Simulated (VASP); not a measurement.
Here is a VASP 6.6.1 calculation.

File INCAR:

```
SYSTEM = HfN
PREC = Accurate
ENCUT = 600
EDIFF = 1E-6
ISMEAR = 0
SIGMA = 0.1
LREAL = .False.
LASPH = .True.
NELM = 60
ALGO = Normal
ISIF = 3
LWAVE = .False.
LCHARG = .False.
GGA = PS
IBRION = 2
NSW = 100
EDIFFG = -0.005
```

Contents of KPOINTS:

```
Automatic mesh
0
Gamma
  16 16 16
  0 0 0
```

Contents of POSCAR:

```
HfN
1.0
    0.0000000000      2.2590026142      2.2590026142
    2.2590026142      0.0000000000      2.2590026142
    2.2590026142      2.2590026142      0.0000000000
Hf N
1 1
Direct
    0.5000000000      0.5000000000      0.5000000000
    0.0000000000      0.0000000000      0.0000000000
```

Potentials or basis: VASP PAW PBE potentials, release 64 (Hf_pv, N).

Command:

```console
$ cat potpaw_PBE.64/Hf_pv/POTCAR potpaw_PBE.64/N/POTCAR > POTCAR
$ mpirun -np 1 vasp_std > vasp.out
```

**Question.** What does it give for the relaxed cell?

**Answer.** a = 3.175 Å, b = 3.175 Å, c = 3.175 Å, α = 60.00°, β = 60.00°, γ = 60.00°.

**Question.** Predict the relaxed volume.

**Answer.** 11.31 Å³/atom.

**Question.** What does it give for the space group after relaxing (to 0.05 Å)?

**Answer.** Fm-3m (No. 225).

Final structure:
```xyz
2
Lattice="0.0000 2.2449 2.2449 2.2449 0.0000 2.2449 2.2449 2.2449 0.0000" Properties=species:S:1:pos:R:3 pbc="T T T"
Hf    2.2449    2.2449    2.2449
N     0.0000    0.0000    0.0000
```

Caveat: the PAW data sets were made with another functional, which shifts forces and pressure a little.
